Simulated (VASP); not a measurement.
# AlN (P6_3mc) in VASP: notebook, part 2 of 2

VASP 6.6.1. Earlier steps stand in the parts before.

## 3. Single point, PBE

This run uses another cell than the first one, of 11.26 Å³/atom, 0.998 times its volume.

Contents of INCAR:

```
SYSTEM = AlN
  ALGO = Normal
  EDIFF = 1E-7
  ENCUT = 520
  GGA = PE
  ISIF = 2
  ISMEAR = 0
  LASPH = .TRUE.
  LCHARG = .FALSE.
  LREAL = .FALSE.
  LWAVE = .FALSE.
  NBANDS = 16
  NELM = 60
  PREC = Accurate
  SIGMA = 0.05
```

Contents of KPOINTS:

```
k-points
0
G
  9 9 6
  0 0 0
```

Contents of POSCAR:

```
AlN
1.0
    3.0986000000      0.0000000000      0.0000000000
   -1.5493000000      2.6834663162      0.0000000000
    0.0000000000      0.0000000000      5.4183000000
Al N
2 2
Direct
    0.3333333333      0.6666666667      0.0063352825
    0.6666666667      0.3333333333      0.5063352825
    0.3333333333      0.6666666667      0.3786647175
    0.6666666667      0.3333333333      0.8786647175
```

Potentials or basis: VASP PAW PBE potentials, release 64 (Al, N).

Launch:

```console
> cat potpaw_PBE.64/Al/POTCAR potpaw_PBE.64/N/POTCAR > POTCAR
> mpirun -np 1 vasp_std > vasp.out
```

OUTCAR:

```text
SYSTEM = AlN
   EDIFF = 1E-7
   ENCUT = 520
   GGA = PE
   ISIF = 2
   ISMEAR = 0
   LASPH = .TRUE.
   LREAL = .FALSE.
   NELM = 60
   PREC = Accurate

 ion  position               nearest neighbor table
   1  0.333  0.667  0.006-   4 1.92   4 1.92   4 1.92   3 2.02   2 3.25   2 3.25   2 3.25   2 3.25
                             2 3.25   2 3.25
   2  0.667  0.333  0.506-   3 1.92   3 1.92   3 1.92   4 2.02   1 3.25   1 3.25   1 3.25   1 3.25
                             1 3.25   1 3.25
   3  0.333  0.667  0.379-   2 1.92   2 1.92   2 1.92   1 2.02
   4  0.667  0.333  0.879-   1 1.92   1 1.92   1 1.92   2 2.02

  LATTYP: Found a hexagonal cell.
 ALAT       =     3.0986000000
 C/A-ratio  =     1.7486284128

  Lattice vectors:

 A1 = (   3.0986000000,   0.0000000000,   0.0000000000)
 A2 = (  -1.5493000000,   2.6834663162,   0.0000000000)
 A3 = (   0.0000000000,   0.0000000000,   5.4183000000)

Analysis of symmetry for initial positions (statically):
=====================================================================
 Subroutine PRICEL returns:
[... 174 lines left out ...]
  free energy    TOTEN  =       -29.50701031 eV

  energy without entropy =      -29.50701031  energy(sigma->0) =      -29.50701031

 E-fermi :   5.7326     XC(G=0): -10.5915

 val. band max:        5.4522092988   @ k =   0.0000   0.0000   0.0000
 cond. band min:       8.7441781619   @ k =   0.0000   0.0000   0.0000
 fundamental gap:      3.2919688631
 Fermi energy:         5.7326207495

 k-point     1 :       0.0000    0.0000    0.0000
  band No.  band energies     occupation
      1      -9.2941      2.00000
      2      -7.6904      2.00000
      3      -0.5006      2.00000
      4       5.0066      2.00000
      5       5.0256      2.00000
      6       5.0256      2.00000
[... 433 lines left out ...]
      3       1.1842      2.00000
      4       1.5039      2.00000
      5       1.5039      2.00000
      6       2.7344      2.00000
[... 8 lines left out ...]
     15      18.4367      0.00000
     16      19.7179      0.00000

 [... further k-points ...]
[... 5 lines left out ...]
  --------------------------------------------------------------------------------------
  -------------------------------------------------------------------------------------
  Total       -0.1556143     -0.1556143     -7.2539455     -0.0000000      0.0000000      0.0000000
  in kB       -5.5339527     -5.5339527   -257.9646268     -0.0000000      0.0000000      0.0000000
  external PRESSURE =     -89.6775107 kB  Pullay stress =       0.0000000 kB

 VOLUME and BASIS-vectors are now :
 -----------------------------------------------------------------------------
  energy-cutoff  :      520.00
  volume of cell :       45.05
      direct lattice vectors                 reciprocal lattice vectors
     3.098600000  0.000000000  0.000000000     0.322726393  0.186326170  0.000000000
    -1.549300000  2.683466316  0.000000000     0.000000000  0.372652339  0.000000000
     0.000000000  0.000000000  5.418300000     0.000000000  0.000000000  0.184559733

 POSITION                                       TOTAL-FORCE (eV/Angst)
 -----------------------------------------------------------------------------------
     -0.00000      1.78898      0.03433        -0.000000      0.000000      0.000651
      1.54930      0.89449      2.74348         0.000000     -0.000000      0.000651
     -0.00000      1.78898      2.05172        -0.000000      0.000000     -0.000651
      1.54930      0.89449      4.76087         0.000000      0.000000     -0.000651
 -----------------------------------------------------------------------------------
    total drift:                               -0.000000      0.000000      0.000075

  FREE ENERGIE OF THE ION-ELECTRON SYSTEM (eV)
  ---------------------------------------------------
  free  energy   TOTEN  =       -29.5070103052 eV

  energy  without entropy=      -29.5070103052  energy(sigma->0) =      -29.50701031
```

stdout:

```text
POSCAR found type information on POSCAR AlN
 POSCAR found :  2 types and       4 ions
 scaLAPACK will be used
 LDA part: xc-table for (Slater+PW92), standard interpolation
 POSCAR, INCAR and KPOINTS ok, starting setup
 FFT: planning ... GRIDC
 FFT: planning ... GRID_SOFT
 FFT: planning ... GRID
 WAVECAR not read
 entering main loop
```

Run time: 26 s. Hardware: 1 thread of Intel Xeon Platinum 8259CL at 2.50GHz (Skylake/Cascade Lake), shared host; peak memory 0.16 GiB.

Results:

```
Free energy            : -29.5070 eV
Pressure               : -9.0 GPa
Band gap on the k mesh : 3.29 eV, direct
```

Stress tensor (GPa, compression positive):
```
 -0.55   0.00   0.00
  0.00  -0.55   0.00
  0.00   0.00 -25.80
```

Expect the measured gap to be larger: semilocal functionals such as PBE lack the derivative discontinuity.

## 4. Relaxation of the atoms, PBE

This run uses another cell than the first one, of 9.93 Å³/atom, 0.880 times its volume.

Contents of INCAR:

```
SYSTEM = AlN
  PREC = Accurate
  ENCUT = 520
  EDIFF = 1E-6
  ISMEAR = 0
  SIGMA = 0.05
  LREAL = .False.
  LASPH = .True.
  NELM = 60
  ALGO = Normal
  ISIF = 2
  LWAVE = .False.
  LCHARG = .False.
  GGA = PE
  IBRION = 2
  NSW = 50
  EDIFFG = -0.01
```

Contents of KPOINTS:

```
Automatic mesh
0
Gamma
  9 9 6
  0 0 0
```

Contents of POSCAR:

```
AlN
1.0
    3.2238000000      0.0000000000      0.0000000000
   -1.6119000000      2.7918926967      0.0000000000
    0.0000000000      0.0000000000      4.4149000000
Al N
2 2
Direct
    0.3333333333      0.6666666667      0.0017290859
    0.6666666667      0.3333333333      0.5017290859
    0.3333333333      0.6666666667      0.3832709141
    0.6666666667      0.3333333333      0.8832709141
```

Launch:

```console
> cat potpaw_PBE.64/Al/POTCAR potpaw_PBE.64/N/POTCAR > POTCAR
> mpirun -np 1 vasp_std > vasp.out
```

Run time: 2.3 min. Hardware: 1 thread of AMD EPYC 7R13, shared host; peak memory 0.13 GiB.

Results (log left out):

```
Free energy                  : -29.3677 eV
Energy gained by relaxing    : 176.6 meV/atom
Ionic steps                  : 5
Pressure after relaxing      : 7.7 GPa
Largest force after relaxing : 0.005 eV/Å
Band gap on the k mesh       : 3.54 eV, direct
```

Forces on the atoms (eV/Å):
```
Al   0.000  0.000  0.005
Al   0.000  0.000  0.005
N    0.000  0.000 -0.005
N    0.000  0.000 -0.005
```

Stress tensor (GPa, compression positive):
```
 3.68  0.00  0.00
 0.00  3.68  0.00
 0.00  0.00 15.83
```

The path:
```csv
step,energy change (eV),largest force (eV/Å),pressure (GPa)
1,0.0000,4.0989,21.14
2,-0.6115,0.3377,5.10
3,-0.7057,0.0603,8.02
4,-0.7042,0.1099,7.29
5,-0.7062,0.0045,7.73
```

Final structure:
```
Al N
1.0
     3.22380    0.00000    0.00000
    -1.61190    2.79189    0.00000
     0.00000    0.00000    4.41490
Al N
2 2
Direct
  0.33333 0.66667 0.97585
  0.66667 0.33333 0.47585
  0.33333 0.66667 0.40915
  0.66667 0.33333 0.90915
```

Levels at points of the mesh, in eV from the valence-band top:
| k point | band 5 | band 6 | band 7 | band 8 | band 9 | band 10 | band 11 | band 12 |
| --- | --- | --- | --- | --- | --- | --- | --- | --- |
| (0.00, 0.00, 0.00) | -2.72 | -1.47 | -1.47 | 0.00 | 3.54 | 4.95 | 9.04 | 9.04 |
| (0.00, 0.00, 0.50) | -2.12 | -2.12 | -2.12 | -2.12 | 5.71 | 5.71 | 9.32 | 9.32 |

Expect the measured gap to be larger: semilocal functionals such as PBE lack the derivative discontinuity.

## 5. The runs side by side

```tsv
task	cell	gap on the mesh (eV)	pressure (GPa)
single point	a = 3.224, b = 3.224, c = 5.017 Å, angles 90.0, 90.0, 120.0°, 4 atoms	3.41	-10.6
single point	a = 3.099, b = 3.099, c = 5.418 Å, angles 90.0, 90.0, 120.0°, 4 atoms	3.29	-9.0
relaxation of the atoms	atoms relaxed from a = 3.224, b = 3.224, c = 4.415 Å, angles 90.0, 90.0, 120.0°, 4 atoms	3.54	7.7
```

Alike in all rows: level PBE; potentials or basis VASP PAW PBE potentials, release 64 (Al, N); no spin polarisation; k mesh 9 × 9 × 6; cutoff (eV) 520; smearing gaussian 0.05 eV.

Absolute energies hang on the potentials; compare differences alone.
